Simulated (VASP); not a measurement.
**MgO: single point with PBE**

MgO:

```
CELL_PARAMETERS angstrom
3.31529 0.00000 0.00000
-1.65764 2.87112 0.00000
0.00000 0.00000 5.12155
ATOMIC_POSITIONS crystal
Mg 0.29779 0.64065 0.00632
Mg 0.70221 0.35935 0.50632
O 0.36617 0.69071 0.39828
O 0.63383 0.30929 0.89828
```

This cell differs from its parent crystal: atoms displaced along a vibrational mode.

```yaml
Program: VASP 6.6.1
Task: single point
Functional: PBE
Potentials_or_basis: VASP PAW PBE potentials, release 64 (Mg, O)
Cutoff: 520 eV
k_mesh: 9 × 9 × 6
Occupations: gaussian, width 0.05 eV
Spin: no spin polarisation
Dipole_correction: no
Further_INCAR_settings: ALGO = Normal; EDIFF = 1e-06; NBANDS = 16
```

The pressure is -0.6 GPa. The largest force is 0.356 eV/Å. The band gap on the k mesh is 3.32 eV.

Forces on the atoms (eV/Å):
```
Mg   0.265  0.231  0.058
Mg  -0.265 -0.231  0.058
O   -0.123 -0.142 -0.058
O    0.123  0.142 -0.058
```

Stress tensor (GPa, compression positive):
```
-0.79 -0.30  0.00
-0.30 -0.81  0.00
 0.00  0.00 -0.32
```

Levels at points of the mesh, in eV from the valence-band top:
```tsv
k point	band 5	band 6	band 7	band 8	band 9	band 10	band 11	band 12
(0.00, 0.00, 0.00)	-0.60	-0.44	-0.26	0.00	3.32	8.26	9.94	13.82
(0.00, 0.00, 0.50)	-0.52	-0.52	-0.47	-0.47	5.76	5.76	12.78	12.78
```

It took 2.8 min on 1 thread of Intel Xeon 8259CL (shared host), peak memory 0.26 GiB.

Caveat: the cell differs from its parent crystal (atoms displaced along a vibrational mode); an odd mesh through Γ misses points on the zone boundary, where band edges can lie.
